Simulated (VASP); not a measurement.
# C: single point with PBEsol+D3(BJ)

C:

```
C
1.0
     0.00000    2.23594    3.49302
     1.29178    0.00000    3.49302
     1.29178    2.23594    0.00000
C
2
Direct
  0.16671 0.83329 0.16671
  0.83329 0.16671 0.83329
```

* Program: VASP 6.6.1
* Task: single point
* Functional: PBEsol
* Dispersion: D3(BJ)
* Potentials or basis: VASP PAW PBE potentials, release 64 (C)
* Cutoff: 520 eV
* k mesh: 18 × 18 × 18
* Occupations: gaussian, width 0.03 eV
* Spin: no spin polarisation
* Dipole correction: no
* Further INCAR settings: ALGO = Normal; EDIFF = 1e-06; NBANDS = 11

The pressure is -32.8 GPa and the largest force is 0.007 eV/Å. The dispersion energy per atom is -0.100 eV.

Forces on the atoms (eV/Å):
```
C    0.000 -0.007  0.000
C    0.000  0.007  0.000
```

Stress tensor (GPa, compression positive):
```
-48.68   0.00   0.00
  0.00 -48.57   0.00
  0.00   0.00  -1.01
```

It took 59 s on 1 thread of Intel(R) Xeon(R) 6975P-C (Granite Rapids) (shared host), peak memory 0.27 GiB.

Caveat: the stress differs along the axes, from -49 to -1 GPa; the PAW data sets were made with another functional, which shifts forces and pressure a little.
